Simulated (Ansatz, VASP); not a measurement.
## TePt: VASP beside Ansatz

Contents of INCAR:

```
SYSTEM = TePt
ALGO = Normal
EDIFF = 1E-7
ENCUT = 520
GGA = PS
ISIF = 2
ISMEAR = 0
LASPH = .True.
LCHARG = .False.
LREAL = .False.
LWAVE = .False.
NBANDS = 24
NELM = 100
PREC = Accurate
SIGMA = 0.15
```

File KPOINTS:

```
k-points
0
Gamma
  12 12 10
  0 0 0
```

The input POSCAR:

```
TePt
1.0
    3.9465598192      0.0000000000      0.0000000000
   -1.9732799096      3.4178210610      0.0000000000
    0.0000000000      0.0000000000      5.8816800000
Te Pt
2 2
Direct
    0.3333333333      0.6666666667      0.2500000000
    0.6666666667      0.3333333333      0.7500000000
    0.0000000000      0.0000000000      0.0000000000
    0.0000000000      0.0000000000      0.5000000000
```

Input for Ansatz:

```yaml
crystal:
  lattice:
    - [3.9465598192, 0.0, 0.0]
    - [-1.9732799096, 3.417821061, 0.0]
    - [0.0, 0.0, 5.88168]
  atoms:
    - { symbol: Te, position: [0.3333333333, 0.6666666667, 0.25] }
    - { symbol: Te, position: [0.6666666667, 0.3333333333, 0.75] }
    - { symbol: Pt, position: [0.0, 0.0, 0.0] }
    - { symbol: Pt, position: [0.0, 0.0, 0.5] }
basis:
  ecutwfc: 420
kpoints:
  mp_grid: { grid: [12, 12, 10] }
hamiltonian:
  xc: pbesol
scf:
  occupations: { method: gaussian, width: 0.15 }
output:
  forces: true
  stress: true
  eigenvalues: true
```

Change from the starting cell: strain -0.040 along x and y, +0.080 along z, atoms carried along.

Alike in both runs: task single point; functional PBEsol; k mesh 12 × 12 × 10; occupations gaussian, width 0.15 eV; no spin polarisation.

```csv
,VASP,Ansatz
version,VASP 6.6.1,Ansatz 0.2.0
potentials or method,"VASP PAW PBE potentials, release 64 (Te, Pt), cutoff 520 eV","scalar-relativistic, plane waves, PAW"
valence electrons in the cell,32,68
```

|  | VASP | Ansatz | Ansatz less VASP |
| --- | --- | --- | --- |
| gap on the k mesh at the Fermi level (eV) | none | none | - |
| pressure (GPa) | 12.5 | 12.6 | +0.06 |
| traceless stress, the component that is largest in VASP (GPa) | -6.79 | -6.76 | +0.028 |

VASP's potentials were made for PBE, not for PBEsol. A gap of «none» marks a metal or a gap that the smearing closes. VASP's potentials hold 32 valence electrons a cell and Ansatz's 68, so a difference there can come from the potentials and not from the codes.

Neither program's run includes spin-orbit coupling.
